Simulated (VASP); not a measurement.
# In4Ru (I4/mmm) in VASP: further runs

In4Ru is run at these levels: PBE; tasks: relaxation of cell and atoms.

All numbers are computed with VASP 6.6.1; they aren't measurements. Logs are shortened: lines on timing, memory, paths and dates and some standing lists are left out, and cuts for length are marked.

## 1. The cell of the first run

The structure is tetragonal, space group I4/mmm (No. 139). The conventional cell has a = 5.889 Å, b = 5.889 Å, c = 7.525 Å, α = 90.00°, β = 90.00°, γ = 90.00°. In (site symmetry m2m) has 1 Ru at 2.34 Å and 2 In at 2.58 Å within 3.1 Å. Ru (site symmetry 4/mmm) has 4 In at 2.34 Å within 3.1 Å.

The cell was generated, and may not be a known phase.

## 2. Relaxation of cell and atoms, PBE

Input file INCAR:

```
SYSTEM = In4Ru
PREC = Accurate ; ENCUT = 600
EDIFF = 1E-6 ; ISMEAR = 0
SIGMA = 0.2 ; LREAL = .False.
LASPH = .True. ; NELM = 60
ALGO = Fast ; ISIF = 3
LWAVE = .False. ; LCHARG = .False.
GGA = PE ; IBRION = 2
NSW = 36 ; EDIFFG = -0.08
```

Input file KPOINTS:

```
Automatic mesh
0
Gamma
  4 4 4
  0 0 0
```

Input file POSCAR:

```
In4Ru
1.0
   -2.9446730500      2.9446730500      3.7626102000
    2.9446730500     -2.9446730500      3.7626102000
    2.9446730500      2.9446730500     -3.7626102000
In Ru
4 1
Direct
    0.7812713200      0.7812713200      0.5625426400
    0.2187286800      0.2187286800      0.4374573600
    0.2187286800      0.7812713200      0.0000000000
    0.7812713200      0.2187286800      0.0000000000
    0.5000000000      0.5000000000      0.0000000000
```

Potentials or basis: VASP PAW PBE potentials, release 64 (In_d, Ru_pv).

Command:

```bash
$ cat potpaw_PBE.64/In_d/POTCAR potpaw_PBE.64/Ru_pv/POTCAR > POTCAR
$ mpirun -np 1 vasp_std > vasp.out
```

OUTCAR:

```text
SYSTEM = In4Ru
   PREC = Accurate
   ENCUT = 600
   EDIFF = 1E-6
   ISMEAR = 0
   LREAL = .False.
   LASPH = .True.
   NELM = 60
   ISIF = 3
   GGA = PE
   IBRION = 2
   NSW = 36
   EDIFFG = -0.08

 ion  position               nearest neighbor table
   1  0.781  0.781  0.563-   5 2.34   4 2.58   3 2.58   4 3.31   3 3.31   2 3.64   2 3.80   2 3.80

   2  0.219  0.219  0.437-   5 2.34   3 2.58   4 2.58   3 3.31   4 3.31   1 3.64   1 3.80   1 3.80

   3  0.219  0.781  0.000-   5 2.34   2 2.58   1 2.58   1 3.31   2 3.31   4 3.64   4 3.80   4 3.80

   4  0.781  0.219  0.000-   5 2.34   2 2.58   1 2.58   1 3.31   2 3.31   3 3.64   3 3.80   3 3.80

   5  0.500  0.500  0.000-   1 2.34   2 2.34   4 2.34   3 2.34

  LATTYP: Found a body centered tetragonal cell.
 ALAT       =     5.8893461000
 C/A-ratio  =     1.2777684096

  Lattice vectors:

 A1 = (  -2.9446730500,   2.9446730500,   3.7626102000)
 A2 = (   2.9446730500,  -2.9446730500,   3.7626102000)
 A3 = (   2.9446730500,   2.9446730500,  -3.7626102000)

Analysis of symmetry for initial positions (statically):
=====================================================================
 Subroutine PRICEL returns:
 Original cell was already a primitive cell.

 Routine SETGRP: Setting up the symmetry group for a
 body centered tetragonal supercell.

 Subroutine GETGRP returns: Found 16 space group operations
 (whereof 16 operations were pure point group operations)
 out of a pool of 16 trial point group operations.

The static configuration has the point symmetry D_4h.

Analysis of symmetry for dynamics (positions and initial velocities):
=====================================================================
 Subroutine PRICEL returns:
 Original cell was already a primitive cell.

 Routine SETGRP: Setting up the symmetry group for a
 body centered tetragonal supercell.

 Subroutine GETGRP returns: Found 16 space group operations
 (whereof 16 operations were pure point group operations)
 out of a pool of 16 trial point group operations.

The dynamic configuration has the point symmetry D_4h.

 Subroutine INISYM returns: Found 16 space group operations
 (whereof 16 operations are pure point group operations),
 and found     1 'primitive' translations

----------------------------------------------------------------------------------------

                                     Primitive cell

  volume of cell :     130.5039

  direct lattice vectors                    reciprocal lattice vectors
    -2.944673050  2.944673050  3.762610200     0.000000000  0.169798138  0.132886473
     2.944673050 -2.944673050  3.762610200     0.169798138  0.000000000  0.132886473
     2.944673050  2.944673050 -3.762610200     0.169798138  0.169798138  0.000000000

  length of vectors
     5.612435680  5.612435680  5.612435680     0.215615914  0.215615914  0.240130829

  position of ions in fractional coordinates (direct lattice)
     0.781271320  0.781271320  0.562542640
     0.218728680  0.218728680  0.437457360
     0.218728680  0.781271320  0.000000000
     0.781271320  0.218728680  0.000000000
     0.500000000  0.500000000  0.000000000

  ion indices of the primitive-cell ions
   primitive index   ion index
                 1           1
                 2           2
                 3           3
                 4           4
                 5           5

----------------------------------------------------------------------------------------

 KPOINTS: Automatic mesh

Automatic generation of k-mesh.
 Grid dimensions read from file:
 generate k-points for:    4    4    4

 Generating k-lattice:

  Cartesian coordinates                     Fractional coordinates (reciprocal lattice)
     0.000000000  0.042449534  0.033221618     0.250000000 -0.000000000  0.000000000
     0.042449534  0.000000000  0.033221618    -0.000000000  0.250000000  0.000000000
     0.042449534  0.042449534  0.000000000     0.000000000  0.000000000  0.250000000

  Length of vectors
     0.053903978  0.053903978  0.060032707

  Shift w.r.t. Gamma in fractional coordinates (k-lattice)
     0.000000000  0.000000000  0.000000000

 Subroutine IBZKPT returns following result:
 ===========================================

 Found     13 irreducible k-points:

 Following reciprocal coordinates:
            Coordinates               Weight
  0.000000  0.000000  0.000000      1.000000
  0.250000  0.000000  0.000000      8.000000
  0.500000  0.000000  0.000000      4.000000
  0.250000  0.250000  0.000000      8.000000
  0.500000  0.250000  0.000000     16.000000
 -0.250000  0.250000  0.000000      4.000000
  0.500000  0.500000  0.000000      2.000000
  0.250000  0.250000  0.250000      2.000000
 -0.250000  0.250000  0.250000      4.000000
  0.500000  0.500000  0.250000      4.000000
 -0.250000  0.500000  0.250000      8.000000
 -0.250000 -0.250000  0.250000      2.000000
  0.500000  0.500000  0.500000      1.000000
   k-points           NKPTS =     13   k-points in BZ     NKDIM =     13   number of bands    NBANDS=     39
   number of dos      NEDOS =    301   number of ions     NIONS =      5
   total plane-waves  NPLWV = 110592
   dimension x,y,z NGX =    48 NGY =   48 NGZ =   48
   dimension x,y,z NGXF=    96 NGYF=   96 NGZF=   96
   ions per type =               4   1
   NGX,Y,Z   is equivalent  to a cutoff of  14.22, 14.22, 14.22 a.u.
   NGXF,Y,Z  is equivalent  to a cutoff of  28.44, 28.44, 28.44 a.u.
 SYSTEM =  In4Ru
   PREC   = accura    normal or accurate (medium, high low for compatibility)
   ISTART =      0    job   : 0-new  1-cont  2-samecut
   ICHARG =      2    charge: 1-file 2-atom 10-const
   ISPIN  =      1    spin polarized calculation?
   LNONCOLLINEAR =      F non collinear calculations
   LSORBIT =      F    spin-orbit coupling
   LASPH  =      T    aspherical Exc in radial PAW
   ENCUT  =  600.0 eV  44.10 Ry    6.64 a.u.  11.21 11.21 11.21*2*pi/ulx,y,z
   NELM   =     60;   NELMIN=  2; NELMDL= -5     # of ELM steps
   EDIFF  = 0.1E-05   stopping-criterion for ELM
   LREAL  =      F    real-space projection
   EDIFFG = -.8E-01   stopping-criterion for IOM
   NSW    =     36    number of steps for IOM
   IBRION =      2    ionic relax: 0-MD 1-quasi-New 2-CG
   NFREE  =      1    steps in history (QN), initial steepest desc. (CG)
   ISIF   =      3    stress and relaxation
   ISYM   =      2    0-nonsym 1-usesym 2-fastsym
   POTIM  = 0.5000    time-step for ionic-motion
   TEBEG  =    0.0;   TEEND  =   0.0 temperature during run
   PSTRESS=    0.0 pullay stress
   NELECT =      66.0000    total number of electrons
   NUPDOWN=      -1.0000    fix difference up-down
   EMIN   =  10.00;   EMAX   =-10.00  energy-range for DOS
   EFERMI =   0.00;   METHOD = LEGACY
   ISMEAR =     0;   SIGMA  =   0.20  broadening in eV -4-tet -1-fermi 0-gaus
   EFERMI_NEDOS =   21; number of points for ismear=-14 and -15
   IALGO  =     68    algorithm
   IMIX   =      4    mixing-type and parameters
     AMIX     =   0.40;   BMIX     =  1.00
     AMIX_MAG =   1.60;   BMIX_MAG =  1.00
  volume/ion in A,a.u.               =      26.10       176.14
  Fermi-wavevector in a.u.,A,eV,Ry     =   1.304313  2.464793 23.146657  1.701231
  Thomas-Fermi vector in A             =   2.435257
   LORBIT       =      0    0 simple, 1 ext, 2 COOP (PROOUT), +10 PAW based schemes
   GGA     = PE    functional components
   LHFCALC =     F    Hartree Fock is set to
   AEXX    =    0.0000 exact exchange contribution
   IVDW    =     0    specifies the selected vdW correction
   LEPSILON=     F    determine dielectric tensor
   LRPA    =     F    only Hartree local field effects (RPA)
 conjugate gradient relaxation of ions
 non-spin polarized calculation
 RMM-DIIS sequential band-by-band and
 Gauss-broadening in eV      SIGMA  =   0.20
  energy-cutoff  :      600.00
  volume of cell :      130.50
 maximum number of plane-waves:      4384
 NGX is ok and might be reduce to    48
   NGX = 23   NGY = 23   NGZ = 23

--------------------------------------- Ionic step        1  -------------------------------------------

 number of electron      66.0000010 magnetization

 Free energy of the ion-electron system (eV)
  ---------------------------------------------------
  ext. energy  EPLUGINS =         0.00000000
  ---------------------------------------------------
  free energy    TOTEN  =       -13.43933299 eV

  energy without entropy =      -13.38595285  energy(sigma->0) =      -13.41264292

------------------------ aborting loop because EDIFF is reached ----------------------------------------

  FORCE on cell =-STRESS in cart. coord.  units (eV):
  Direction    XX          YY          ZZ          XY          YZ          ZX
  --------------------------------------------------------------------------------------
  -------------------------------------------------------------------------------------
  Total       29.3115308     29.3115308     -4.6526233      0.0000000      0.0000000     -0.0000000
  in kB      359.8534741    359.8534741    -57.1195914      0.0000000      0.0000000     -0.0000000
  external PRESSURE =     220.8624522 kB  Pullay stress =       0.0000000 kB
[... 98 lines left out ...]
  FREE ENERGIE OF THE ION-ELECTRON SYSTEM (eV)
  ---------------------------------------------------
  free  energy   TOTEN  =       -16.4753626759 eV

  energy  without entropy=      -16.3856015011  energy(sigma->0) =      -16.43048209

 E-fermi :   4.5356     XC(G=0):  -9.0095

 val. band max:        4.5034468574   @ k =  -0.2500   0.5000   0.2500
 cond. band min:       4.5557400794   @ k =  -0.2500   0.2500   0.2500
 fundamental gap:      0.0522932220
 Fermi energy:         4.5355722608

 k-point     1 :       0.0000    0.0000    0.0000
  band No.  band energies     occupation
      1     -37.0029      2.00000
      2     -37.0029      2.00000
      3     -36.7446      2.00000
      4     -10.2114      2.00000
      5     -10.0567      2.00000
      6     -10.0476      2.00000
[... 535 lines left out ...]
     38       7.1471      0.00000
     39       9.9135      0.00000

 E-fermi :   6.3445     XC(G=0):  -9.9477

 val. band max:        6.3362643857   @ k =   0.5000   0.5000   0.5000
 cond. band min:       6.3680590910   @ k =   0.5000   0.5000   0.5000
 fundamental gap:      0.0317947053
 Fermi energy:         6.3444680585

 k-point     1 :       0.0000    0.0000    0.0000
  band No.  band energies     occupation
      1     -35.4294      2.00000
      2     -35.4294      2.00000
      3     -35.2203      2.00000
      4      -8.5021      2.00000
      5      -8.3407      2.00000
      6      -8.3299      2.00000
[... 535 lines left out ...]
     38       9.3343      0.00000
     39      13.3159      0.00000

[... ionic steps 4 to 13 ...]

--------------------------------------- Ionic step       14  -------------------------------------------

 number of electron      66.0000001 magnetization

------------------------ aborting loop because EDIFF is reached ----------------------------------------
[... 73 lines left out ...]
--------------------------------------- Ionic step       16  -------------------------------------------

 number of electron      65.9999992 magnetization

 Free energy of the ion-electron system (eV)
  ---------------------------------------------------
  ext. energy  EPLUGINS =         0.00000000
  ---------------------------------------------------
  free energy    TOTEN  =       -17.50434727 eV

  energy without entropy =      -17.42324363  energy(sigma->0) =      -17.46379545

 E-fermi :   6.6105     XC(G=0): -10.0850

 val. band max:        6.5788390365   @ k =   0.2500   0.2500   0.0000
 cond. band min:       6.6215156283   @ k =   0.5000   0.5000   0.5000
 fundamental gap:      0.0426765917
 Fermi energy:         6.6104784163

 k-point     1 :       0.0000    0.0000    0.0000
  band No.  band energies     occupation
      1     -35.1669      2.00000
      2     -35.1669      2.00000
      3     -34.9752      2.00000
      4      -8.2571      2.00000
      5      -8.1428      2.00000
      6      -8.0580      2.00000
[... 567 lines left out ...]
  FREE ENERGIE OF THE ION-ELECTRON SYSTEM (eV)
  ---------------------------------------------------
  free  energy   TOTEN  =       -17.5043472748 eV

  energy  without entropy=      -17.4232436277  energy(sigma->0) =      -17.46379545

 reached required accuracy - stopping structural energy minimisation
```

It took 51 min on 1 thread of Intel Xeon 8259CL, shared host; peak memory 0.38 GiB.

Results:

| Item | Value |
| --- | --- |
| Free energy | -17.5043 eV |
| Relaxed volume | 26.19 Å³/atom |
| Relaxed cell | a = 5.564 Å, b = 5.564 Å, c = 5.564 Å, α = 105.91°, β = 105.91°, γ = 116.86° |
| Space group after relaxing (to 0.1 Å) | I4/mmm (No. 139) |
| Energy gained by relaxing | 813.0 meV/atom |
| Ionic steps | 16 |
| Pressure after relaxing | 0.3 GPa |
| Largest force after relaxing | 0.021 eV/Å |
| Band gap on the k mesh | zero (bands 33 and 34 overlap by 1.45 eV) |

Forces in eV/Å, atoms in the order of the input:
```
In   0.015  0.015  0.000
In  -0.015 -0.015  0.000
In   0.015 -0.015  0.000
In  -0.015  0.015  0.000
Ru   0.000  0.000  0.000
```

Step by step:
```tsv
step	energy change (eV)	largest force (eV/Å)	pressure (GPa)	volume (Å³)
1	0.0000	0.3405	22.09	130.50
2	-1.4697	0.7701	-7.25	205.12
3	-3.0360	0.7889	-2.63	164.30
4	-3.0397	0.7804	-2.32	163.36
5	-3.0404	0.7741	-2.09	162.63
6	-3.3884	0.2801	-1.99	155.60
7	-3.7287	0.4038	-1.09	145.89
8	-3.2445	1.8469	6.69	125.91
9	-3.7980	0.6675	-0.43	142.22
10	-3.8218	0.8817	0.31	139.16
11	-3.9040	0.6567	-0.24	134.94
12	-3.9274	0.6881	-0.34	136.29
13	-4.0262	0.3607	-0.46	134.65
14	-4.0595	0.0113	-0.42	133.08
15	-4.0595	0.0089	-0.44	133.14
16	-4.0650	0.0207	0.26	130.94
```

Final structure:
```
CELL_PARAMETERS angstrom
-3.35222 3.35222 2.91301
3.35222 -3.35222 2.91301
3.35222 3.35222 -2.91301
ATOMIC_POSITIONS crystal
In 0.78181 0.78181 0.56363
In 0.21819 0.21819 0.43637
In 0.21819 0.78181 0.00000
In 0.78181 0.21819 0.00000
Ru 0.50000 0.50000 0.00000
```

Levels at points of the mesh, in eV from the Fermi level:
| k point | band 31 | band 32 | band 33 | band 34 | band 35 | band 36 |
| --- | --- | --- | --- | --- | --- | --- |
| (0.00, 0.00, 0.00) | -1.45 | -0.44 | -0.44 | 0.80 | 1.10 | 1.37 |
| (0.50, 0.00, 0.00) | -1.21 | -0.93 | -0.08 | 0.06 | 0.62 | 3.11 |
| (0.50, 0.50, 0.00) | -1.40 | -0.78 | 0.35 | 0.83 | 1.26 | 1.32 |
| (0.50, 0.50, 0.50) | -0.80 | -0.80 | 0.01 | 0.05 | 1.30 | 2.13 |

Caveat: spin-orbit coupling is left out, which moves the levels of the heavy elements.

## 3. Relaxation of cell and atoms, PBE

This run uses another cell than the first one, of 27.42 Å³/atom.

Input file INCAR:

```
SYSTEM = In4Ru
ALGO = Normal
EDIFF = 1E-6
EDIFFG = -0.08
ENCUT = 600
GGA = PE
IBRION = 2
ISIF = 3
ISMEAR = 0
LASPH = .True.
LCHARG = .False.
LREAL = .False.
LWAVE = .False.
NELM = 60
NSW = 36
PREC = Accurate
SIGMA = 0.2
```

Input file KPOINTS:

```
k-points
0
Gamma
  4 4 4
  0 0 0
```

Input file POSCAR:

```
In4Ru
1.0
   -3.1248965500      3.1248965500      3.5097510300
    3.1248965500     -3.1248965500      3.5097510300
    3.1248965500      3.1248965500     -3.5097510300
In Ru
4 1
Direct
    0.5000000000      0.5000000000      0.5000000000
    0.0000000000      0.0000000000      0.5000000000
    0.5000000000      0.0000000000      0.0000000000
    0.0000000000      0.5000000000      0.0000000000
    0.0000000000      0.0000000000      0.0000000000
```

Potentials or basis: VASP PAW PBE potentials, release 64 (In_d, Ru_pv).

Command:

```bash
$ cat potpaw_PBE.64/In_d/POTCAR potpaw_PBE.64/Ru_pv/POTCAR > POTCAR
$ mpirun -np 1 vasp_std > vasp.out
```

It took 14 min on 1 thread of Intel Xeon 8259CL, shared host; peak memory 0.38 GiB.

It converged, with:

```
Free energy                           : -19.5805 eV
Relaxed volume                        : 24.77 Å³/atom
Relaxed cell                          : a = 5.439 Å, b = 5.439 Å, c = 5.439 Å, α = 109.51°, β = 109.51°, γ = 109.40°
Space group after relaxing (to 0.1 Å) : Im-3m (No. 229)
Energy gained by relaxing             : 87.5 meV/atom
Ionic steps                           : 8
Pressure after relaxing               : 0.0 GPa
Band gap on the k mesh                : zero (bands 33 and 34 overlap by 3.37 eV)
```

Step by step:
| step | energy change (eV) | largest force (eV/Å) | pressure (GPa) | volume (Å³) |
| --- | --- | --- | --- | --- |
| 1 | 0.0000 | 0.0000 | -5.07 | 137.09 |
| 2 | -0.3275 | 0.0000 | 2.45 | 120.51 |
| 3 | -0.3341 | 0.0000 | 1.25 | 122.34 |
| 4 | -0.4196 | 0.0000 | 0.73 | 122.78 |
| 5 | -0.4359 | 0.0000 | 0.55 | 122.98 |
| 6 | -0.4360 | 0.0000 | 0.55 | 122.97 |
| 7 | -0.4365 | 0.0000 | -0.43 | 124.62 |
| 8 | -0.4375 | 0.0000 | 0.01 | 123.87 |

Final structure:
```yaml
crystal:
  lattice:
    - [-3.13895, 3.13895, 3.14290]
    - [3.13895, -3.13895, 3.14290]
    - [3.13895, 3.13895, -3.14290]
  atoms:
    - { symbol: In, position: [0.50000, 0.50000, 0.50000] }
    - { symbol: In, position: [0.00000, 0.00000, 0.50000] }
    - { symbol: In, position: [0.50000, 0.00000, 0.00000] }
    - { symbol: In, position: [0.00000, 0.50000, 0.00000] }
    - { symbol: Ru, position: [0.00000, 0.00000, 0.00000] }
```

Levels at points of the mesh, in eV from the Fermi level:
| k point | band 30 | band 31 | band 32 | band 33 | band 34 | band 35 | band 36 | band 37 |
| --- | --- | --- | --- | --- | --- | --- | --- | --- |
| (0.00, 0.00, 0.00) | -1.42 | -1.41 | -1.41 | -0.94 | -0.93 | -0.93 | 1.14 | 1.14 |
| (0.50, 0.00, 0.00) | -2.14 | -2.04 | -1.77 | 0.22 | 0.22 | 1.11 | 2.12 | 2.47 |
| (0.50, 0.50, 0.00) | -2.14 | -2.04 | -1.76 | 0.21 | 0.22 | 1.12 | 2.13 | 2.48 |
| (0.50, 0.50, 0.50) | -2.89 | -2.89 | -2.89 | -0.44 | -0.44 | 1.42 | 3.13 | 3.13 |

Caveat: spin-orbit coupling is left out, which moves the levels of the heavy elements.

The gap in the log of VASP goes by the Fermi energy; the results here count the filled bands.